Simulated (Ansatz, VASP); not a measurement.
SiC: VASP beside Ansatz

```
Si C
1.0
     3.07600   -0.04614   -0.04614
    -1.57796    2.68696   -0.01689
    -0.07572   -0.07572    5.04800
Si C
2 2
Cartesian
  -0.0266 1.7759 -0.0266
  1.4868 0.8270 2.4876
  -0.0558 1.7468 1.9168
  1.4577 0.7979 4.4311
```

Change from the starting cell: equal xy, yz and zx shear strains of -3 %.

Alike in both runs: task single point; functional PBE; k mesh 15 × 15 × 8; occupations fermi-dirac, width 0.08 eV; no spin polarisation.

|  | VASP | Ansatz |
| --- | --- | --- |
| version | VASP 6.6.1 | Ansatz 0.2.0 |
| potentials or method | VASP PAW PBE potentials, release 64 (Si, C), cutoff 520 eV | all-electron LAPW, scalar-relativistic |

Ansatz gave:

- pressure (GPa): 4.0
- traceless stress, the component that is largest in VASP (GPa): 7.31
- rms of the force components (eV/Å): 0.515

**Question.** What did VASP give for the same quantities?

**Answer.** Pressure (GPa): 4.0; traceless stress, the component that is largest in VASP (GPa): 7.35; rms of the force components (eV/Å): 0.516.

Atom by atom the forces differ by 0.001 eV/Å (rms over components). Ansatz ran all-electron here, and VASP with PAW potentials.
